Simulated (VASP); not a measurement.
# Ce in VASP: settings compared, part 2 of 2

VASP 6.6.1.

## 4. Single point, PBE, collinear spin, ferromagnetic start (cell strained by -1.0% along z)

Input file INCAR:

```
SYSTEM = Ce
ALGO = Normal
EDIFF = 1E-7
ENCUT = 580
GGA = PE
GGA_COMPAT = .False.
ISIF = 2
ISMEAR = 0
ISPIN = 2
KPAR = 4
LASPH = .True.
LCHARG = .False.
LMAXMIX = 6
LORBIT = 11
LREAL = .False.
LWAVE = .False.
MAGMOM = 1
NBANDS = 26
NELM = 200
PREC = Low
SIGMA = 0.04
```

Input file KPOINTS:

```
Automatic mesh
0
Gamma
  19 19 19
  0 0 0
```

Input file POSCAR:

```
Ce
1.0
   -1.9432985503      1.9432985503      1.9238655648
    1.9432985503     -1.9432985503      1.9238655648
    1.9432985503      1.9432985503     -1.9238655648
Ce
1
Direct
    0.0000000000      0.0000000000      0.0000000000
```

Potentials or basis: VASP PAW PBE potentials, release 64 (Ce).

Run with:

```console
$ cat potpaw_PBE.64/Ce/POTCAR > POTCAR
$ mpirun -np 4 vasp_std > vasp.out
```

OUTCAR:

```text
SYSTEM = Ce
   EDIFF = 1E-7
   ENCUT = 580
   GGA = PE
   ISIF = 2
   ISMEAR = 0
   ISPIN = 2
   LASPH = .True.
   LORBIT = 11
   LREAL = .False.
   NELM = 200
   PREC = Low

 ion  position               nearest neighbor table
   1  0.000  0.000  0.000-

  LATTYP: Found a body centered tetragonal cell.
 ALAT       =     3.8865971006
 C/A-ratio  =     0.9900000000

  Lattice vectors:

 A1 = (  -1.9432985503,   1.9432985503,   1.9238655648)
 A2 = (   1.9432985503,  -1.9432985503,   1.9238655648)
 A3 = (   1.9432985503,   1.9432985503,  -1.9238655648)

Analysis of symmetry for initial positions (statically):
=====================================================================
 Subroutine PRICEL returns:
 Original cell was already a primitive cell.

 Routine SETGRP: Setting up the symmetry group for a
 body centered tetragonal supercell.

 Subroutine GETGRP returns: Found 16 space group operations
 (whereof 16 operations were pure point group operations)
 out of a pool of 16 trial point group operations.

The static configuration has the point symmetry D_4h.

Analysis of symmetry for dynamics (positions and initial velocities):
=====================================================================
 Subroutine PRICEL returns:
 Original cell was already a primitive cell.

 Routine SETGRP: Setting up the symmetry group for a
 body centered tetragonal supercell.

 Subroutine GETGRP returns: Found 16 space group operations
 (whereof 16 operations were pure point group operations)
 out of a pool of 16 trial point group operations.

The dynamic configuration has the point symmetry D_4h.

Analysis of structural, dynamic, and magnetic symmetry:
=====================================================================
 Subroutine PRICEL returns:
 Original cell was already a primitive cell.

 Routine SETGRP: Setting up the symmetry group for a
 body centered tetragonal supercell.

 Subroutine GETGRP returns: Found 16 space group operations
 (whereof 16 operations were pure point group operations)
 out of a pool of 16 trial point group operations.

The overall configuration has the point symmetry D_4h.
[... 139 lines left out ...]
   NGX = 13   NGY = 13   NGZ = 13

 number of electron      11.9999965 magnetization       0.0003554

 Free energy of the ion-electron system (eV)
  ---------------------------------------------------
  ext. energy  EPLUGINS =         0.00000000
  ---------------------------------------------------
  free energy    TOTEN  =        -5.68968228 eV

  energy without entropy =       -5.68661799  energy(sigma->0) =       -5.68815013

 E-fermi :   8.2962     XC(G=0): -10.8402

 val. band max:        8.2948039359   @ k =  -0.2105   0.0526   0.0000
 cond. band min:       8.2972745408   @ k =  -0.4211   0.4211   0.1053
 fundamental gap:      0.0024706049
 Fermi energy:         8.2961777911

 spin component 1

 k-point     1 :       0.0000    0.0000    0.0000
  band No.  band energies     occupation
      1     -26.3509      1.00000
      2      -7.8688      1.00000
      3      -7.8688      1.00000
      4      -7.8622      1.00000
      5       5.3200      1.00000
      6       8.3819      0.00122
[... 493 lines left out ...]
     17      13.3335      0.00000
     18      21.0814      0.00000

 [... further k-points ...]

 spin component 2

 k-point     1 :       0.0000    0.0000    0.0000
  band No.  band energies     occupation
      1     -26.3508      1.00000
      2      -7.8687      1.00000
      3      -7.8687      1.00000
      4      -7.8621      1.00000
      5       5.3200      1.00000
      6       8.3822      0.00118
[... 493 lines left out ...]
     17      13.3336      0.00000
     18      21.0815      0.00000

 [... further k-points ...]

 [bands above 18 left out]

------------------------ aborting loop because EDIFF is reached ----------------------------------------

  FORCE on cell =-STRESS in cart. coord.  units (eV):
  Direction    XX          YY          ZZ          XY          YZ          ZX
  --------------------------------------------------------------------------------------
  -------------------------------------------------------------------------------------
  Total       -0.2637318     -0.2637318     -0.4751696      0.0000000      0.0000000      0.0000000
  in kB      -14.5398270    -14.5398270    -26.1966336      0.0000000      0.0000000      0.0000000
  external PRESSURE =     -18.4254292 kB  Pullay stress =       0.0000000 kB

 VOLUME and BASIS-vectors are now :
 -----------------------------------------------------------------------------
  energy-cutoff  :      580.00
  volume of cell :       29.06
      direct lattice vectors                 reciprocal lattice vectors
    -1.943298550  1.943298550  1.923865565     0.000000000  0.257294485  0.259893419
     1.943298550 -1.943298550  1.923865565     0.257294485  0.000000000  0.259893419
     1.943298550  1.943298550 -1.923865565     0.257294485  0.257294485  0.000000000

 POSITION                                       TOTAL-FORCE (eV/Angst)
 -----------------------------------------------------------------------------------
      0.00000      0.00000      0.00000        -0.000000      0.000000      0.000000
 -----------------------------------------------------------------------------------
    total drift:                                0.000000      0.000000      0.000000

  FREE ENERGIE OF THE ION-ELECTRON SYSTEM (eV)
  ---------------------------------------------------
  free  energy   TOTEN  =        -5.6896822847 eV

  energy  without entropy=       -5.6866179850  energy(sigma->0) =       -5.68815013

 total charge

# of ion       s       p       d       f       tot
--------------------------------------------------
    1        2.087   5.581   1.176   0.968   9.811

 magnetization (x)

# of ion       s       p       d       f       tot
--------------------------------------------------
    1       -0.000   0.000   0.000   0.000   0.000
```

OSZICAR:

```text
N       E                     dE             d eps       ncg     rms          rms(c)
DAV:   1     0.871243093808E+02    0.87124E+02   -0.47662E+03 65068   0.603E+02
DAV:   2     0.227482586531E+01   -0.84849E+02   -0.68509E+02 60116   0.130E+02
DAV:   3    -0.603101014179E+01   -0.83058E+01   -0.79379E+01 66254   0.446E+01
[... 14 lines left out ...]
DAV:  18    -0.568967800374E+01   -0.31620E-05   -0.40527E-06101216   0.101E-02    0.115E-02
DAV:  19    -0.568968037358E+01   -0.23698E-05   -0.41399E-06 74108   0.109E-02    0.727E-03
DAV:  20    -0.568968145841E+01   -0.10848E-05   -0.19661E-06101856   0.705E-03    0.489E-03
DAV:  21    -0.568968218125E+01   -0.72283E-06   -0.46985E-06 79802   0.116E-02    0.107E-03
DAV:  22    -0.568968228278E+01   -0.10153E-06   -0.16938E-07 68506   0.214E-03    0.734E-04
DAV:  23    -0.568968228469E+01   -0.19163E-08   -0.35499E-08 30448   0.995E-04
   1 F= -.56896823E+01 E0= -.56881501E+01  d E =-.306430E-02  mag=     0.0001
```

Wall time 1.9 min (4 MPI ranks of Intel Xeon 6975P-C (Granite Rapids), shared host); peak memory 0.67 GiB.

What came out:

```yaml
Free_energy: -5.6897 eV
Pressure: -1.8 GPa
Band_gap_on_the_k_mesh: zero (filled and empty bands overlap)
Net_moment: 0.00 μB per cell
Valence_electrons_inside_the_program's_atomic_spheres: Ce 9.81
```

Stress tensor (GPa, compression positive):
```
-1.45  0.00  0.00
 0.00 -1.45  0.00
 0.00  0.00 -2.62
```

Caveat: the cell differs from its parent crystal (cell strained by -1.0% along z); the magnetic or orbital state may not be the lowest; spin-orbit coupling is left out, which moves the levels of the heavy elements; semilocal functionals describe open f shells poorly, which spoils levels, moments and volumes.

## 5. Single point, PBEsol

This run uses another cell than the first one, of 29.35 Å³/atom.

Input file INCAR:

```
SYSTEM = Ce
ALGO     = Fast           ! electronic algorithm
EDIFF    = 1E-6           ! SCF threshold, eV
ENCUT    = 520            ! plane-wave cutoff, eV
GGA      = PS             ! functional
ISIF     = 2              ! what is computed and relaxed
ISMEAR   = -1             ! smearing method
LASPH    = .TRUE.         ! aspherical terms in the spheres
LCHARG   = .TRUE.         ! write CHGCAR
LELF     = .TRUE.         ! ELF
LREAL    = .FALSE.        ! projectors in reciprocal space
LVHAR    = .TRUE.       
LWAVE    = .FALSE.        ! write WAVECAR
NBANDS   = 12             ! bands
NELM     = 60             ! most SCF steps
PREC     = Accurate       ! precision mode
SIGMA    = 0.05           ! smearing width, eV
```

Input file KPOINTS:

```
k-points
0
G
  10 10 10
  0 0 0
```

Input file POSCAR:

```
Ce
1.0
   -1.9432985503      1.9432985503      1.9432985503
    1.9432985503     -1.9432985503      1.9432985503
    1.9432985503      1.9432985503     -1.9432985503
Ce
1
Direct
    0.0000000000      0.0000000000      0.0000000000
```

Run with:

```console
$ cat potpaw_PBE.64/Ce/POTCAR > POTCAR
$ mpirun -np 1 vasp_std > vasp.out
```

Run time: 2.4 min. Hardware: 1 thread of Intel Xeon 8259CL, shared host; peak memory 0.18 GiB.

The run converged. Its results:

```
Free energy            : -6.2727 eV
Pressure               : -5.8 GPa
Band gap on the k mesh : zero (bands 6 and 7 overlap by 0.55 eV)
```

Levels at points of the mesh, in eV from the Fermi level:
| k point | band 2 | band 3 | band 4 | band 5 | band 6 | band 7 | band 8 | band 9 | band 10 | band 11 |
| --- | --- | --- | --- | --- | --- | --- | --- | --- | --- | --- |
| (0.00, 0.00, 0.00) | -16.17 | -16.17 | -16.17 | -3.05 | 0.12 | 0.12 | 0.12 | 0.84 | 0.84 | 0.84 |
| (0.50, 0.00, 0.00) | -18.35 | -16.84 | -16.21 | -2.04 | -0.31 | 0.16 | 0.34 | 0.46 | 0.70 | 0.79 |
| (0.50, 0.50, 0.50) | -17.62 | -17.62 | -17.62 | -2.36 | -2.36 | 0.23 | 0.48 | 0.48 | 0.48 | 0.90 |

Caveat: the cell stands under tension; the PAW data sets were made with another functional, which shifts forces and pressure a little; spin-orbit coupling is left out, which moves the levels of the heavy elements; semilocal functionals describe open f shells poorly, which spoils levels, moments and volumes. Spin polarisation is off, so any magnetic state and its effect on volume and gap are missing.

## 6. Summary

```csv
task,level,spin,cell,k mesh,cutoff (eV),smearing,tolerance level,purpose,passes,dipole correction,gap on the mesh (eV),pressure (GPa),moment (μB)
relaxation of cell and atoms,revPBE,"collinear, ferromagnetic start","relaxed from a = 3.432 Å, angles 109.5°, 1 atom",13 × 13 × 13,720,gaussian 0.04 eV,standard,cell,3,-,none,0.0,0.00
single point,PBE,"collinear, ferromagnetic start","a = 3.355 Å, angles 109.2, 109.2, 110.0°, 1 atom",19 × 19 × 19,720,gaussian 0.04 eV,standard,stress,-,-,none,-1.8,0.00
single point,PBE,"collinear, ferromagnetic start","a = 3.355 Å, angles 109.2, 109.2, 110.0°, 1 atom",19 × 19 × 19,580,gaussian 0.04 eV,standard,stress,-,-,none,-1.8,0.00
single point,PBEsol,off,"a = 3.366 Å, angles 109.5°, 1 atom",10 × 10 × 10,520,fermi-dirac 0.05 eV,-,-,-,no,none,-5.8,-
```

Alike in all rows: potentials or basis VASP PAW PBE potentials, release 64 (Ce).

Caveats: spin-orbit coupling is left out, which moves the levels of the heavy elements; semilocal functionals describe open f shells poorly, which spoils levels, moments and volumes; the magnetic or orbital state may not be the lowest (at least some runs); the PAW data sets were made with another functional, which shifts forces and pressure a little (at least some runs); the cell stands under tension (at least some runs).

Total energies depend on the potentials used, so only differences within one code and one set of settings carry meaning.
